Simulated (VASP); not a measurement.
Set up this calculation in VASP 6.6.1, as the native input.

* Task: single point
* Functional: PBE
* Potentials or basis: VASP PAW PBE potentials, release 64 (Sb, In_d, Bi_d)
* Cutoff: 520 eV
* k mesh: 4 × 4 × 4
* Occupations: fermi-dirac, width 0.02 eV
* Spin: no spin polarisation
* Dipole correction: no
* Further INCAR settings: ALGO = Normal; EDIFF = 1e-06; NBANDS = 31

The structure of In2BiSb lies in POSCAR:

```
In2BiSb
1.0
    4.6811168257      0.0000000000      0.0000000000
    0.0000000000      4.6811168257      0.0000000000
    0.0000000000      0.0000000000      6.5873661096
Sb In Bi
1 2 1
Direct
    0.0000000000      0.0000000000      0.0000000000
    0.0000000000      0.5000000000      0.7568794077
    0.5000000000      0.0000000000      0.2431205923
    0.5000000000      0.5000000000      0.5000000000
```

This cell differs from its parent crystal: volume changed by -6%.

These files were run (other wordings do the same):

INCAR

```
SYSTEM = In2BiSb
ALGO = Normal ; EDIFF = 1E-6
ENCUT = 520 ; GGA = PE
ISIF = 2 ; ISMEAR = -1
LASPH = .True. ; LCHARG = .True.
LELF = .True. ; LREAL = .False.
LVHAR = .True. ; LWAVE = .False.
NBANDS = 31 ; NELM = 80
PREC = Accurate ; SIGMA = 0.02
```

KPOINTS

```
k-points
0
Gamma
  4 4 4
  0 0 0
```

Potentials or basis: VASP PAW PBE potentials, release 64 (Sb, In_d, Bi_d).

Run with:

```bash
$ cat potpaw_PBE.64/Sb/POTCAR potpaw_PBE.64/In_d/POTCAR potpaw_PBE.64/Bi_d/POTCAR > POTCAR
$ mpirun -np 1 vasp_std > vasp.out
```

It gave:

```json
{
  "Pressure": "2.5 GPa",
  "Largest force": "0.008 eV/Å",
  "Band gap on the k mesh": "zero (band 23 reaches 4.89 eV, above the bottom of band 24 at 4.88 eV)"
}
```

Caveat: spin-orbit coupling is left out, which moves the levels of the heavy elements.

Run time: 54 s on 1 thread of Intel(R) Xeon(R) Platinum 8375C CPU @ 2.90GHz (Ice Lake), on a shared host, peak memory 0.28 GiB.
